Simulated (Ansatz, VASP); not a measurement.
**BeS in VASP and in Ansatz**

```xyz
2
Lattice="0.0000 2.4379 2.4379 2.4379 0.0000 2.4379 2.4379 2.4379 0.0000" Properties=species:S:1:pos:R:3 pbc="T T T"
Be    0.0000    0.0000    0.0000
S     1.2189    1.2189    1.2189
```

Alike in both runs: functional PBE; k mesh 8 × 8 × 8; occupations gaussian, width 0.02 eV; no spin polarisation.

Ansatz relaxed the structure, and its values are those at the end. VASP's run is a single point on that final structure, the one shown.

|  | VASP | Ansatz |
| --- | --- | --- |
| version | VASP 6.6.1 | Ansatz 0.2.0 |
| potentials or method | VASP PAW PBE potentials, release 64 (Be, S), cutoff 600 eV | scalar-relativistic, plane waves, PAW |
| valence electrons in the cell | 8 | 8 |

Ansatz gave:

- gap on the k mesh at the Fermi level (eV): 3.15
- least direct gap on the mesh (eV): 5.66
- pressure (GPa): 0.0

Question: What did VASP give for the same quantities?

Answer: gap on the k mesh at the Fermi level (eV): 3.15; least direct gap on the mesh (eV): 5.68; pressure (GPa): 0.1.
